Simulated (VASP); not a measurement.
# Li (C2/m) in VASP: notebook

The runs below take Li through single point, with PBE.

All numbers are computed with VASP 6.6.1; they aren't measurements. Logs are shortened: lines on timing, memory, paths and dates and some standing lists are left out, and cuts for length are marked.

### 1 The cell of the first run

The typed cell holds 1 atom: a = 2.865 Å, b = 2.865 Å, c = 2.869 Å, α = 114.00°, β = 114.00°, γ = 100.85°.

### 2 Single point, PBE (17.80 Å³/atom)

INCAR reads:

```
SYSTEM = Li
  ALGO = Fast
  EDIFF = 1E-6
  ENCUT = 520
  GGA = PE
  ISIF = 2
  ISMEAR = 0
  LASPH = .True.
  LCHARG = .False.
  LREAL = .False.
  LWAVE = .False.
  NBANDS = 8
  NELM = 80
  PREC = Accurate
  SIGMA = 0.1
```

KPOINTS reads:

```
k-points
0
Gamma
  22 22 24
  0 0 0
```

POSCAR reads:

```
Li
1.0
    1.8249091455     -2.2081030081     -0.0205188159
    1.8249091455      2.2081030081     -0.0205188159
   -1.8070023078      0.0000000000      2.2286236388
Li
1
Direct
    0.0000000000      0.0000000000      0.0000000000
```

Potentials or basis: VASP PAW PBE potentials, release 64 (Li_sv).

Run with:

```bash
> cat potpaw_PBE.64/Li_sv/POTCAR > POTCAR
> mpirun -np 1 vasp_std > vasp.out
```

OUTCAR:

```text
SYSTEM = Li
   EDIFF = 1E-6
   ENCUT = 520
   GGA = PE
   ISIF = 2
   ISMEAR = 0
   LASPH = .True.
   LREAL = .False.
   NELM = 80
   PREC = Accurate

 ion  position               nearest neighbor table
   1  0.000  0.000  0.000-

  Warning from LATTYP: Got some problem with cell dimensions!
  Tried to take original basis but could not verify dimensions!
  LATTYP: Found a base centered monoclinic cell.
 ALAT       =     3.6500489921
 B/A-ratio  =     1.2099032166
 C/A-ratio  =     0.7836422824
 COS(beta)  =    -0.6356268925

  Lattice vectors:

 A1 = (  -1.8249091455,   2.2081030081,   0.0205188159)
 A2 = (  -1.8249091455,  -2.2081030081,   0.0205188159)
 A3 = (   1.8428159832,   0.0000000000,   2.1875860070)

Analysis of symmetry for initial positions (statically):
=====================================================================
 Subroutine PRICEL returns:
 Original cell was already a primitive cell.

 Routine SETGRP: Setting up the symmetry group for a
 base centered monoclinic supercell.

 Subroutine GETGRP returns: Found  4 space group operations
 (whereof  4 operations were pure point group operations)
 out of a pool of  4 trial point group operations.

The static configuration has the point symmetry C_2h.

Analysis of symmetry for dynamics (positions and initial velocities):
=====================================================================
 Subroutine PRICEL returns:
 Original cell was already a primitive cell.

 Routine SETGRP: Setting up the symmetry group for a
 base centered monoclinic supercell.

 Subroutine GETGRP returns: Found  4 space group operations
 (whereof  4 operations were pure point group operations)
 out of a pool of  4 trial point group operations.

The dynamic configuration has the point symmetry C_2h.

 Subroutine INISYM returns: Found  4 space group operations
 (whereof  4 operations are pure point group operations),
 and found     1 'primitive' translations

----------------------------------------------------------------------------------------

                                     Primitive cell

  volume of cell :      17.7971

  direct lattice vectors                    reciprocal lattice vectors
     1.824909145 -2.208103008 -0.020518816     0.276507048 -0.226438711  0.224196165
     1.824909145  2.208103008 -0.020518816     0.276507048  0.226438711  0.224196165
    -1.807002308  0.000000000  2.228623639     0.005091571  0.000000000  0.452835760

  length of vectors
     2.864687296  2.864687296  2.869149816     0.421894013  0.421894013  0.452864383

  position of ions in fractional coordinates (direct lattice)
     0.000000000  0.000000000  0.000000000

  ion indices of the primitive-cell ions
   primitive index   ion index
                 1           1

----------------------------------------------------------------------------------------

 KPOINTS: k-points

Automatic generation of k-mesh.
 Grid dimensions read from file:
 generate k-points for:   22   22   24

 Generating k-lattice:

  Cartesian coordinates                     Fractional coordinates (reciprocal lattice)
     0.012568502 -0.010292669  0.010190735     0.045454545  0.000000000 -0.000000000
     0.012568502  0.010292669  0.010190735     0.000000000  0.045454545 -0.000000000
     0.000212149  0.000000000  0.018868157     0.000000000  0.000000000  0.041666667

  Length of vectors
     0.019177001  0.019177001  0.018869349

  Shift w.r.t. Gamma in fractional coordinates (k-lattice)
     0.000000000  0.000000000  0.000000000

 Subroutine IBZKPT returns following result:
 ===========================================

 Found   3049 irreducible k-points:

 Following reciprocal coordinates:
            Coordinates               Weight
  0.000000  0.000000  0.000000      1.000000
  0.045455  0.000000 -0.000000      4.000000
  0.090909  0.000000 -0.000000      4.000000
  0.136364 -0.000000  0.000000      4.000000
  0.181818  0.000000 -0.000000      4.000000
  0.227273  0.000000 -0.000000      4.000000
[... 16 lines left out ...]
  0.500000  0.045455  0.000000      4.000000
 -0.454545  0.045455  0.000000      4.000000
 [... further k-points ...]
   k-points           NKPTS =   3049   k-points in BZ     NKDIM =   3049   number of bands    NBANDS=      8
   number of dos      NEDOS =    301   number of ions     NIONS =      1
   total plane-waves  NPLWV =  13824
   dimension x,y,z NGX =    24 NGY =   24 NGZ =   24
   dimension x,y,z NGXF=    48 NGYF=   48 NGZF=   48
   ions per type =               1
   NGX,Y,Z   is equivalent  to a cutoff of  13.93, 13.93, 13.91 a.u.
   NGXF,Y,Z  is equivalent  to a cutoff of  27.86, 27.86, 27.81 a.u.
 SYSTEM =  Li
   PREC   = accura    normal or accurate (medium, high low for compatibility)
   ISTART =      0    job   : 0-new  1-cont  2-samecut
   ICHARG =      2    charge: 1-file 2-atom 10-const
   ISPIN  =      1    spin polarized calculation?
   LNONCOLLINEAR =      F non collinear calculations
   LSORBIT =      F    spin-orbit coupling
   LASPH  =      T    aspherical Exc in radial PAW
   ENCUT  =  520.0 eV  38.22 Ry    6.18 a.u.   5.33  5.33  5.33*2*pi/ulx,y,z
   NELM   =     80;   NELMIN=  2; NELMDL= -5     # of ELM steps
   EDIFF  = 0.1E-05   stopping-criterion for ELM
   LREAL  =      F    real-space projection
   EDIFFG = 0.1E-04   stopping-criterion for IOM
   NSW    =      0    number of steps for IOM
   IBRION =     -1    ionic relax: 0-MD 1-quasi-New 2-CG
   NFREE  =      0    steps in history (QN), initial steepest desc. (CG)
   ISIF   =      2    stress and relaxation
   ISYM   =      2    0-nonsym 1-usesym 2-fastsym
   POTIM  = 0.5000    time-step for ionic-motion
   TEBEG  =    0.0;   TEEND  =   0.0 temperature during run
   PSTRESS=    0.0 pullay stress
   NELECT =       3.0000    total number of electrons
   NUPDOWN=      -1.0000    fix difference up-down
   EMIN   =  10.00;   EMAX   =-10.00  energy-range for DOS
   EFERMI =   0.00;   METHOD = LEGACY
   ISMEAR =     0;   SIGMA  =   0.10  broadening in eV -4-tet -1-fermi 0-gaus
   EFERMI_NEDOS =   21; number of points for ismear=-14 and -15
   IALGO  =     68    algorithm
   IMIX   =      4    mixing-type and parameters
     AMIX     =   0.40;   BMIX     =  1.00
     AMIX_MAG =   1.60;   BMIX_MAG =  1.00
  volume/ion in A,a.u.               =      17.80       120.10
  Fermi-wavevector in a.u.,A,eV,Ry     =   0.904340  1.708956 11.127275  0.817832
  Thomas-Fermi vector in A             =   2.027776
   LORBIT       =      0    0 simple, 1 ext, 2 COOP (PROOUT), +10 PAW based schemes
   GGA     = PE    functional components
   LHFCALC =     F    Hartree Fock is set to
   AEXX    =    0.0000 exact exchange contribution
   IVDW    =     0    specifies the selected vdW correction
   LEPSILON=     F    determine dielectric tensor
   LRPA    =     F    only Hartree local field effects (RPA)
 non-spin polarized calculation
 RMM-DIIS sequential band-by-band and
 Gauss-broadening in eV      SIGMA  =   0.10
  energy-cutoff  :      520.00
  volume of cell :       17.80
 maximum number of plane-waves:       496
 NGX is ok and might be reduce to    24
   NGX = 11   NGY = 11   NGZ = 11

 number of electron       3.0000005 magnetization

 Free energy of the ion-electron system (eV)
  ---------------------------------------------------
  ext. energy  EPLUGINS =         0.00000000
  ---------------------------------------------------
  free energy    TOTEN  =        -1.88993217 eV

  energy without entropy =       -1.88770119  energy(sigma->0) =       -1.88881668

 E-fermi :   1.0182     XC(G=0):  -7.3691

 val. band max:        1.0163853081   @ k =   0.5000   0.0455   0.4583
 cond. band min:       1.0200200366   @ k =   0.4091  -0.0000   0.5000
 fundamental gap:      0.0036347284
 Fermi energy:         1.0181852334

 k-point     1 :       0.0000    0.0000    0.0000
  band No.  band energies     occupation
      1     -45.3112      2.00000
      2      -2.7141      2.00000
      3      16.6596      0.00000
      4      16.9871      0.00000
      5      16.9922      0.00000
      6      21.0854      0.00000
      7      21.0909      0.00000
      8      21.7015      0.00000

 k-point     2 :       0.0455    0.0000   -0.0000
  band No.  band energies     occupation
      1     -45.3106      2.00000
      2      -2.6748      2.00000
      3      16.3945      0.00000
      4      16.7714      0.00000
      5      16.8094      0.00000
      6      20.6469      0.00000
      7      21.2451      0.00000
      8      21.5149      0.00000

 k-point     3 :       0.0909    0.0000   -0.0000
  band No.  band energies     occupation
      1     -45.3088      2.00000
      2      -2.5570      2.00000
      3      15.3225      0.00000
      4      16.3479      0.00000
      5      16.5843      0.00000
      6      20.1894      0.00000
      7      21.3311      0.00000
      8      21.8968      0.00000

 k-point     4 :       0.1364   -0.0000    0.0000
  band No.  band energies     occupation
      1     -45.3060      2.00000
      2      -2.3605      2.00000
      3      13.8580      0.00000
      4      15.7988      0.00000
      5      16.3670      0.00000
      6      20.0889      0.00000
      7      20.7988      0.00000
      8      21.8361      0.00000

 k-point     5 :       0.1818    0.0000   -0.0000
  band No.  band energies     occupation
      1     -45.3022      2.00000
      2      -2.0853      2.00000
      3      12.2953      0.00000
      4      15.2476      0.00000
      5      16.1225      0.00000
      6      20.0229      0.00000
      7      20.1618      0.00000
      8      21.3375      0.00000
[... 177 lines left out ...]
 k-point    22 :       0.4545    0.0455   -0.0000
  band No.  band energies     occupation
      1     -45.2802      2.00000
      2       0.9954      1.25225
      3       4.6154      0.00000
      4      13.0657      0.00000
      5      14.4471      0.00000
      6      17.7311      0.00000
      7      20.1782      0.00000
      8      22.2898      0.00000

 k-point    23 :       0.5000    0.0455    0.0000
  band No.  band energies     occupation
      1     -45.2802      2.00000
      2       1.0299      0.86787
      3       4.5664      0.00000
      4      13.1272      0.00000
      5      14.4024      0.00000
      6      17.6937      0.00000
      7      19.9427      0.00000
      8      22.3530      0.00000

 k-point    24 :      -0.4545    0.0455    0.0000
  band No.  band energies     occupation
      1     -45.2813      2.00000
      2       0.6612      2.00000
      3       5.1197      0.00000
      4      13.2643      0.00000
      5      14.4470      0.00000
      6      17.7400      0.00000
      7      19.7191      0.00000
      8      22.3995      0.00000

 [... further k-points ...]
[... 5 lines left out ...]
  --------------------------------------------------------------------------------------
  -------------------------------------------------------------------------------------
  Total        0.2438150      0.2382273      0.2306511      0.0000000      0.0000000      0.0022420
  in kB       21.9493202     21.4462968     20.7642461      0.0000000      0.0000000      0.2018309
  external PRESSURE =      21.3866211 kB  Pullay stress =       0.0000000 kB

 VOLUME and BASIS-vectors are now :
 -----------------------------------------------------------------------------
  energy-cutoff  :      520.00
  volume of cell :       17.80
      direct lattice vectors                 reciprocal lattice vectors
     1.824909145 -2.208103008 -0.020518816     0.276507048 -0.226438711  0.224196165
     1.824909145  2.208103008 -0.020518816     0.276507048  0.226438711  0.224196165
    -1.807002308  0.000000000  2.228623639     0.005091571  0.000000000  0.452835760

 POSITION                                       TOTAL-FORCE (eV/Angst)
 -----------------------------------------------------------------------------------
      0.00000      0.00000      0.00000         0.000000      0.000000      0.000000
 -----------------------------------------------------------------------------------
    total drift:                               -0.000000     -0.000000      0.000000

  FREE ENERGIE OF THE ION-ELECTRON SYSTEM (eV)
  ---------------------------------------------------
  free  energy   TOTEN  =        -1.8899321737 eV

  energy  without entropy=       -1.8877011861  energy(sigma->0) =       -1.88881668
```

Wall time 5.2 min (1 thread of Intel Xeon 8259CL, shared host); peak memory 0.43 GiB.

Results:

| Property | Result |
| --- | --- |
| Free energy | -1.8899 eV |
| Band gap on the k mesh | zero (an odd number of electrons rules out a gap without spin polarisation) |

Levels at points of the mesh, in eV from the Fermi level:
| k point | band 1 | band 2 | band 3 | band 4 | band 5 |
| --- | --- | --- | --- | --- | --- |
| (0.00, 0.00, 0.00) | -46.33 | -3.73 | 15.64 | 15.97 | 15.97 |
| (0.50, 0.00, 0.00) | -46.30 | 0.01 | 3.48 | 12.26 | 13.92 |
| (0.50, 0.50, 0.00) | -46.29 | 0.79 | 4.36 | 10.05 | 10.98 |
| (0.00, 0.00, 0.50) | -46.29 | 0.79 | 4.35 | 10.05 | 10.97 |
| (0.50, 0.00, 0.50) | -46.30 | -0.01 | 3.45 | 12.29 | 13.95 |
| (0.50, 0.50, 0.50) | -46.28 | 3.74 | 6.97 | 7.34 | 7.34 |

Caveat: the cutoff is under 1.25 times the usual one of these potentials, so pressure, stress and relaxed cells hold a basis-set (Pulay) error.

### 3 Single point, PBE (18.40 Å³/atom)

This run uses another cell than the first one, of 18.40 Å³/atom.

INCAR reads:

```
SYSTEM = Li
ALGO = Fast
EDIFF = 1E-6
ENCUT = 520
GGA = PE
ISIF = 2
ISMEAR = 0
LASPH = .TRUE.
LCHARG = .TRUE.
LELF = .TRUE.
LREAL = .FALSE.
LVHAR = .TRUE.
LWAVE = .FALSE.
NBANDS = 8
NELM = 60
PREC = Accurate
SIGMA = 0.1
```

KPOINTS reads:

```
k-points
0
G
  22 22 24
  0 0 0
```

POSCAR reads:

```
Li
1.0
    1.8454154590     -2.2329152310     -0.0207493837
    1.8454154590      2.2329152310     -0.0207493837
   -1.8273074041      0.0000000000      2.2536664499
Li
1
Direct
    0.0000000000      0.0000000000      0.0000000000
```

Potentials or basis: VASP PAW PBE potentials, release 64 (Li_sv).

Run with:

```bash
> cat potpaw_PBE.64/Li_sv/POTCAR > POTCAR
> mpirun -np 1 vasp_std > vasp.out
```

Run time: 5.4 min. Hardware: 1 thread of Intel Xeon 8259CL, shared host; peak memory 0.44 GiB.

Results (log left out):

```
Free energy            : -1.8972 eV
Band gap on the k mesh : zero (an odd number of electrons rules out a gap without spin polarisation)
```

Levels at points of the mesh, in eV from the Fermi level:
| k point | band 1 | band 2 | band 3 | band 4 | band 5 | band 6 |
| --- | --- | --- | --- | --- | --- | --- |
| (0.00, 0.00, 0.00) | -46.38 | -3.69 | 15.27 | 15.59 | 15.60 | 19.64 |
| (0.50, 0.00, 0.00) | -46.36 | 0.02 | 3.36 | 11.97 | 13.61 | 15.69 |
| (0.50, 0.50, 0.00) | -46.35 | 0.78 | 4.23 | 9.82 | 10.73 | 12.65 |
| (0.00, 0.00, 0.50) | -46.35 | 0.78 | 4.23 | 9.83 | 10.73 | 12.65 |
| (0.50, 0.00, 0.50) | -46.36 | 0.00 | 3.33 | 12.00 | 13.63 | 15.71 |
| (0.50, 0.50, 0.50) | -46.34 | 3.66 | 6.83 | 7.18 | 7.18 | 9.47 |

Caveat: the cutoff is under 1.25 times the usual one of these potentials, so pressure, stress and relaxed cells hold a basis-set (Pulay) error.

(Continued in part 2 of 2.)
